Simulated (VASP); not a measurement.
A run of VASP 6.6.1 is set up as follows.

INCAR

```
SYSTEM = BeS
PREC = Accurate
ENCUT = 600
EDIFF = 1E-6
ISMEAR = -1
SIGMA = 0.02
LREAL = .FALSE.
LASPH = .TRUE.
NELM = 120
ALGO = Normal
ISIF = 2
LWAVE = .FALSE.
LCHARG = .FALSE.
GGA = CA
NBANDS = 11
GGA_COMPAT = .FALSE.
```

The input KPOINTS:

```
regular mesh
0
G
  6 6 6
  0 0 0
```

POSCAR

```
BeS
1.0
    2.9413850405      0.0000000000      0.0000000000
    0.0000000000      2.9413850405      0.0000000000
    0.0000000000      0.0000000000      2.9413850405
Be S
1 1
Direct
    0.0000000000      0.0000000000      0.0000000000
    0.5000000000      0.5000000000      0.5000000000
```

Potentials or basis: VASP PAW LDA potentials, release 64 (Be, S).

Command:

```bash
$ cat potpaw_LDA.64/Be/POTCAR potpaw_LDA.64/S/POTCAR > POTCAR
$ mpirun -np 1 vasp_std > vasp.out
```

Problem. What does it give for the band gap on the k mesh?

Solution. Zero (bands 4 and 5 overlap by 1.22 eV).

Problem. What does it give for the pressure?

Solution. -6.8 GPa.

Caveat: the cell stands under tension; the structure was generated, so it needn't be the stable form of BeS.
